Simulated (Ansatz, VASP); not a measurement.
## SiGe2: VASP beside Ansatz

```
CELL_PARAMETERS angstrom
4.99642 0.00000 0.00000
-2.49821 4.32703 0.00000
0.00000 0.00000 4.98046
ATOMIC_POSITIONS crystal
Si 0.66667 0.33333 0.00000
Si 0.33333 0.66667 0.00000
Ge 0.00000 0.00000 0.00000
Ge 0.00000 0.33929 0.50000
Ge 0.66071 0.66071 0.50000
Ge 0.33929 0.00000 0.50000
```

Alike in both runs: functional PBE; k mesh 12 × 12 × 8; occupations gaussian, width 0.1 eV; no spin polarisation.

Ansatz relaxed the structure, and its values are those at the end. VASP's run is a single point on that final structure, the one shown.

|  | VASP | Ansatz |
| --- | --- | --- |
| version | VASP 6.6.1 | Ansatz 0.2.0 |
| potentials or method | VASP PAW PBE potentials, release 64 (Si, Ge_d), cutoff 520 eV | scalar-relativistic, plane waves, PAW |
| valence electrons in the cell | 64 | 64 |

|  | VASP | Ansatz | Ansatz less VASP |
| --- | --- | --- | --- |
| gap on the k mesh at the Fermi level (eV) | none | none | - |
| pressure (GPa) | 0.1 | 0.0 | -0.03 |

A gap of «none» marks a metal or a gap that the smearing closes.
